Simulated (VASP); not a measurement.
## Fe: single point with PBE

Crystal: Fe.

```xyz
1
Lattice="-1.3720 1.3720 1.3720 1.3720 -1.3720 1.3720 1.3720 1.3720 -1.3720" Properties=species:S:1:pos:R:3 pbc="T T T"
Fe    0.0000    0.0000    0.0000
```

This cell differs from its parent crystal: volume scaled by 0.91.

```json
{"Program": "VASP 6.6.1", "Task": "single point", "Functional": "PBE", "Potentials or basis": "VASP PAW PBE potentials, release 64 (Fe)", "Cutoff": "520 eV", "k mesh": "20 × 20 × 20", "Occupations": "gaussian, width 0.1 eV", "Spin": "collinear spin, ferromagnetic start", "Starting moments": "[2.44] μB", "Dipole correction": "no", "Further INCAR settings": "ALGO = Fast; EDIFF = 1e-06; NBANDS = 14"}
```

```json
{"Pressure": "22.8 GPa", "Net moment": "2.04 μB per cell", "Site moments": "Fe +2.02 μB", "Valence electrons inside the program's atomic spheres": "Fe 7.49"}
```

Levels at points of the mesh, in eV from the Fermi level:
Spin up:
| k point | band 3 | band 4 | band 5 | band 6 | band 7 | band 8 |
| --- | --- | --- | --- | --- | --- | --- |
| (0.00, 0.00, 0.00) | -2.52 | -2.52 | -1.12 | -1.12 | 25.90 | 25.90 |
| (0.50, 0.00, 0.00) | -1.03 | -0.89 | 0.45 | 0.59 | 8.23 | 19.13 |
| (0.50, 0.50, 0.50) | 0.27 | 0.27 | 0.27 | 10.60 | 10.60 | 10.60 |
Spin down:
| k point | band 1 | band 2 | band 3 | band 4 | band 5 | band 6 | band 7 |
| --- | --- | --- | --- | --- | --- | --- | --- |
| (0.00, 0.00, 0.00) | -8.86 | -0.78 | -0.78 | -0.78 | 1.52 | 1.52 | 25.71 |
| (0.50, 0.00, 0.00) | -4.30 | -2.23 | 0.61 | 1.37 | 1.82 | 2.62 | 9.53 |
| (0.50, 0.50, 0.50) | -3.76 | -3.76 | 2.27 | 2.27 | 2.27 | 10.88 | 10.88 |

It took 3.2 min on 1 thread of AMD EPYC 7R13 (shared host), peak memory 0.14 GiB.
